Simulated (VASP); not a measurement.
A run of VASP 6.6.1:

Contents of INCAR:

```
SYSTEM = KMgF3
PREC     = Accurate       ! precision mode
ENCUT    = 520            ! plane-wave cutoff, eV
EDIFF    = 1E-6           ! SCF threshold, eV
ISMEAR   = 0              ! smearing method
SIGMA    = 0.01           ! smearing width, eV
LREAL    = .False.        ! projectors in reciprocal space
LASPH    = .True.         ! aspherical terms in the spheres
NELM     = 80             ! most SCF steps
ALGO     = Normal         ! electronic algorithm
ISIF     = 2              ! what is computed and relaxed
LWAVE    = .False.        ! write WAVECAR
LCHARG   = .False.        ! write CHGCAR
GGA      = PE             ! functional
NBANDS   = 24             ! bands
```

Contents of KPOINTS:

```
Automatic mesh
0
Gamma
  6 6 6
  0 0 0
```

The input POSCAR:

```
KMgF3
1.0
    3.8997949955      0.0000000000      0.0000000000
    0.0000000000      3.8997949955      0.0000000000
    0.0000000000      0.0000000000      3.8997949955
K Mg F
1 1 3
Direct
    0.5000000000      0.5000000000      0.5000000000
    0.0000000000      0.0000000000      0.0000000000
    0.5000000000      0.0000000000      0.0000000000
    0.0000000000      0.5000000000      0.0000000000
    0.0000000000      0.0000000000      0.5000000000
```

Potentials or basis: VASP PAW PBE potentials, release 64 (K_sv, Mg, F).

Run with:

```sh
$ cat potpaw_PBE.64/K_sv/POTCAR potpaw_PBE.64/Mg/POTCAR potpaw_PBE.64/F/POTCAR > POTCAR
$ mpirun -np 1 vasp_std > vasp.out
```

Hardware: 1 thread of Intel Xeon 8259CL, with other jobs on the host.

How long does it take, and how much memory?

It took 59 s on 1 thread of Intel Xeon 8259CL, on a shared host, peak memory 0.18 GiB. Counts: scf iterations 13, k points 20.
